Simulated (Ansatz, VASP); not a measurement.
Ni in VASP and in Ansatz

```
Ni
1.0
     0.00000    1.73591    1.73591
     1.73591    0.00000    1.73591
     1.73591    1.73591    0.00000
Ni
1
Direct
  0.00000 0.00000 0.00000
```

Alike in both runs: task single point; functional PBE; k mesh 25 × 25 × 25; occupations fermi-dirac, width 0.05 eV; collinear spin.

|  | VASP | Ansatz |
| --- | --- | --- |
| version | VASP 6.6.1 | Ansatz 0.2.0 |
| potentials or method | VASP PAW PBE potentials, release 64 (Ni), cutoff 520 eV | plane waves (420 eV) with PAW, scalar-relativistic |
| valence electrons in the cell | 10 | 18 |

Ansatz gave:

| Property | Result |
| --- | --- |
| pressure (GPa) | 8.8 |
| net moment per atom (μB) | 0.62 |
| size of the moment on the site where the two differ most (μB) | 0.66 |

Q: Which values does VASP return?

A: Pressure (GPa): 8.6; net moment per atom (μB): 0.61; size of the moment on the site where the two differ most (μB): 0.62.

Site moments also hang on the region over which each program counts them. The functional is the same, so the differences come from potentials, cutoffs and numerics. VASP's potentials hold 10 valence electrons a cell and Ansatz's 18, so a difference there can come from the potentials and not from the codes.
